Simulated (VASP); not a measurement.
## W: single point with r2SCAN

The system is W.

```
CELL_PARAMETERS angstrom
3.07335 0.00000 0.00000
0.00000 3.07335 0.00000
0.00000 0.00000 3.22543
ATOMIC_POSITIONS crystal
W 0.00000 0.00000 0.00000
W 0.50000 0.50000 0.50000
```

This cell differs from its parent crystal: biaxial strain in the a-b plane: -3.0 %.

* Program: VASP 6.6.1
* Task: single point
* Functional: r2SCAN
* Potentials or basis: VASP PAW PBE potentials, release 64 (W_sv)
* Cutoff: 520 eV
* k mesh: 16 × 16 × 16
* Occupations: gaussian, width 0.1 eV
* Spin: no spin polarisation
* Dipole correction: no
* Further INCAR settings: ALGO = Normal; EDIFF = 1e-07; NBANDS = 21

The pressure is 17.1 GPa and the band gap on the k mesh is zero (bands 14 and 15 overlap by 1.78 eV).

Stress tensor (GPa, compression positive):
```
22.73  0.00  0.00
 0.00 22.73  0.00
 0.00  0.00  5.69
```

Levels at points of the mesh, in eV from the Fermi level:
```
           k point  band 12  band 13  band 14  band 15  band 16  band 17
(0.00, 0.00, 0.00)    -1.59    -1.59    -0.90     2.12     3.05     5.47
(0.50, 0.00, 0.00)    -3.00    -1.05    -1.05    -0.52    -0.52     1.34
(0.50, 0.50, 0.00)    -4.45     0.94     0.94     3.11     3.11     3.90
(0.00, 0.00, 0.50)    -3.22    -0.38    -0.38    -0.38    -0.38     1.70
(0.50, 0.00, 0.50)    -3.73     0.52     0.52     2.01     2.01     3.62
(0.50, 0.50, 0.50)    -3.21    -3.21    -3.21     3.45     3.45     4.03
```

It took 6.2 min on 1 thread of AMD EPYC 9R45 96-Core Processor (Zen 5), with other jobs on the host, peak memory 0.28 GiB.

Caveat: the cell differs from its parent crystal (biaxial strain in the a-b plane: -3.0 %); the cell stands under pressure; the PAW data sets were made with another functional, which shifts forces and pressure a little; spin-orbit coupling is left out, which moves the levels of the heavy elements.
